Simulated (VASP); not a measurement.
Write the native input for VASP 6.6.1 that does the following.

| Item | Value |
| --- | --- |
| Task | single point |
| Functional | PBE |
| Potentials or basis | VASP PAW PBE potentials, release 64 (Ga_d, As) |
| Cutoff | 520 eV |
| k mesh | 15 × 15 × 15 |
| Occupations | fermi-dirac, width 0.08 eV |
| Spin | no spin polarisation |
| Dipole correction | no |
| Further INCAR settings | ALGO = Normal; EDIFF = 1e-06; NBANDS = 16 |

The structure of GaAs (rocksalt type) lies in POSCAR:

```
GaAs
1.0
    0.0000000000      2.5029261000      2.5029261000
    2.5029261000      0.0000000000      2.5029261000
    2.5029261000      2.5029261000      0.0000000000
Ga As
1 1
Direct
    0.0000000000      0.0000000000      0.0000000000
    0.5000000000      0.5000000000      0.5000000000
```

This cell differs from its parent crystal: volume scaled by 0.8.

The input as run:

INCAR

```
SYSTEM = GaAs
PREC = Accurate
ENCUT = 520
EDIFF = 1E-6
ISMEAR = -1
SIGMA = 0.08
LREAL = .FALSE.
LASPH = .TRUE.
NELM = 100
ALGO = Normal
ISIF = 2
LWAVE = .FALSE.
LCHARG = .FALSE.
GGA = PE
NBANDS = 16
```

KPOINTS

```
Automatic mesh
0
G
  15 15 15
  0 0 0
```

Potentials or basis: VASP PAW PBE potentials, release 64 (Ga_d, As).

The run is started by

```sh
$ cat potpaw_PBE.64/Ga_d/POTCAR potpaw_PBE.64/As/POTCAR > POTCAR
$ mpirun -np 1 vasp_std > vasp.out
```

Results of the run:

* Pressure: 27.2 GPa
* Band gap on the k mesh: zero (band 9 reaches 8.55 eV, above the bottom of band 10 at 4.45 eV)

It took 36 s on 1 thread of Intel(R) Xeon(R) Platinum 8488C (Sapphire Rapids) (shared host), peak memory 0.2 GiB.
